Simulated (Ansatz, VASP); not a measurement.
## K2Sc4Si: VASP beside Ansatz

The input INCAR:

```
PREC = Accurate
ENCUT = 520
EDIFF = 1E-7
ISMEAR = 0
SIGMA = 0.1
LREAL = F
LASPH = T
NELM = 60
ALGO = Fast
ISIF = 2
LWAVE = F
LCHARG = F
GGA = PE
NBANDS = 42
```

File KPOINTS:

```
Automatic mesh
0
Gamma
  3 3 4
```

The input POSCAR:

```
K2Sc4Si
1.0
    5.9931143900      0.0000000000      0.0000000000
   -2.9965572000      5.1901893100      0.0000000000
    0.0000000000      0.0000000000      5.6477234100
K Sc Si
2 4 1
Direct
    0.3333333300      0.6666666700      0.5000000000
    0.6666666700      0.3333333300      0.5000000000
    0.5000000000      0.0000000000      0.0000000000
    0.0000000000      0.5000000000      0.0000000000
    0.5000000000      0.5000000000      0.0000000000
    0.0000000000      0.0000000000      0.5000000000
    0.0000000000      0.0000000000      0.0000000000
```

Input for Ansatz:

```yaml
crystal:
  lattice:
    - [5.99311439, 0.0, 0.0]
    - [-2.9965572, 5.19018931, 0.0]
    - [0.0, 0.0, 5.64772341]
  atoms:
    - { symbol: K, position: [0.33333333, 0.66666667, 0.5] }
    - { symbol: K, position: [0.66666667, 0.33333333, 0.5] }
    - { symbol: Sc, position: [0.5, 0.0, 0.0] }
    - { symbol: Sc, position: [0.0, 0.5, 0.0] }
    - { symbol: Sc, position: [0.5, 0.5, 0.0] }
    - { symbol: Sc, position: [0.0, 0.0, 0.5] }
    - { symbol: Si, position: [0.0, 0.0, 0.0] }
basis:
  ecutwfc: 420
kpoints:
  mp_grid: { grid: [3, 3, 4] }
hamiltonian:
  xc: pbe
scf:
  occupations: { method: gaussian, width: 0.1 }
  lower_state_search: "off"
output:
  forces: true
  stress: true
  eigenvalues: true
```

Alike in both runs: task single point; functional PBE; k mesh 3 × 3 × 4; occupations gaussian, width 0.1 eV; no spin polarisation.

```csv
,VASP,Ansatz
version,VASP 6.6.1,Ansatz 0.2.0
potentials or method,"VASP PAW PBE potentials, release 64 (K_sv, Sc_sv, Si), cutoff 520 eV","scalar-relativistic, plane waves, PAW"
valence electrons in the cell,66,66
```

|  | VASP | Ansatz | Ansatz less VASP |
| --- | --- | --- | --- |
| gap on the k mesh at the Fermi level (eV) | none | none | - |
| pressure (GPa) | 4.4 | 4.3 | -0.07 |
| traceless stress, the component that is largest in VASP (GPa) | 1.67 | 1.68 | +0.006 |

A gap of «none» marks a metal or a gap that the smearing closes.

The k mesh is coarse, so the values compare programs but aren't converged.
